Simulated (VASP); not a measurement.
Here is a VASP 6.6.1 calculation.

INCAR

```
PREC = Accurate ; ENCUT = 600
EDIFF = 1E-7 ; ISMEAR = -1
SIGMA = 0.1 ; LREAL = False
LASPH = True ; NELM = 100
ALGO = Normal ; ISIF = 3
LWAVE = False ; LCHARG = False
GGA = PE ; IBRION = 2
NSW = 32 ; EDIFFG = -0.005
PSTRESS = 3300.0
```

Contents of KPOINTS:

```
regular mesh
0
Gamma
  19 19 17
```

Contents of POSCAR:

```
Os
1.0
    2.3368579336      0.0000000000      0.0000000000
   -1.1684289668      2.0237783355      0.0000000000
    0.0000000000      0.0000000000      2.1961767502
Os
1
Direct
    0.0000000000      0.0000000000      0.0000000000
```

Potentials or basis: VASP PAW PBE potentials, release 64 (Os).

Run with:

```console
$ cat potpaw_PBE.64/Os/POTCAR > POTCAR
$ mpirun -np 1 vasp_std > vasp.out
```

(1) What does it give for the space group after relaxing (to 0.1 Å)?

(2) Predict the band gap on the k mesh.

(3) Predict the relaxed volume.

(4) Estimate the relaxed cell.

## Answers

(1) P6/mmm (No. 191).

(2) zero (bands 4 and 5 overlap by 8.01 eV).

(3) 10.45 Å³/atom.

(4) a = 2.346 Å, b = 2.346 Å, c = 2.192 Å, α = 90.00°, β = 90.00°, γ = 120.00°.

Caveat: the cell is relaxed towards a set pressure, so the run minimises the enthalpy, not the energy; spin-orbit coupling is left out, which moves the levels of the heavy elements.
